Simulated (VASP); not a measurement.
Runs of VASP 6.6.1 on P. The structure is that of space group Fm-3m (No. 225), or close to it. The cells are those of the table. This isn't the form of P at room conditions, which is orthorhombic.

```tsv
task	cell	cutoff (eV)	gap on the mesh (eV)	pressure (GPa)
relaxation of cell and atoms	relaxed to 200 GPa from a = 3.805 Å, angles 33.7°, 2 atoms	600	none	200.0
single point	a = 3.765 Å, angles 34.1°, 2 atoms	520	none	199.1
single point	a = 3.914 Å, angles 34.4°, 2 atoms	520	none	(a)
relaxation of cell and atoms	relaxed to 120 GPa from a = 3.914 Å, angles 34.4°, 2 atoms	600	none	120.0
```

Alike in all rows: level PBEsol+D3(BJ); potentials or basis VASP PAW PBE potentials, release 64 (P); no spin polarisation; k mesh 21 × 21 × 21; smearing gaussian 0.1 eV.

Task: Fill in the values left out.

Result: (a) 119.6.

Caveats: the PAW data sets were made with another functional, which shifts forces and pressure a little; the cell is relaxed towards a set pressure, so the run minimises the enthalpy, not the energy (at least some runs); the cell stands under pressure (at least some runs).

A gap of «none» marks levels without a gap at the run's occupations.
